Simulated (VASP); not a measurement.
The system is BP.

```
B P
1.0
     0.00000    2.26832    2.26832
     2.26832    0.00000    2.26832
     2.26832    2.26832    0.00000
B P
1 1
Direct
  0.00000 0.00000 0.00000
  0.25000 0.25000 0.25000
```

Base run:

* Program: VASP 6.6.1
* Functional: PBE
* Potentials or basis: VASP PAW PBE potentials, release 64 (B, P)
* Cutoff: 520 eV
* k mesh: 8 × 8 × 8
* Occupations: gaussian, width 0.01 eV
* Spin: no spin polarisation

Its results: band gap on the k mesh 1.27 eV, indirect (least direct gap 3.40 eV).

The run is repeated on the same cell with these changes: k mesh from 8 × 8 × 8 to 6 × 6 × 6; further incar settings from ALGO = Normal; EDIFF = 1e-08 to ALGO = Normal; EDIFF = 1e-07; NBANDS = 11. What comes out?

Band gap on the k mesh 1.33 eV, indirect (least direct gap 3.40 eV).

A k mesh can miss the band edges.
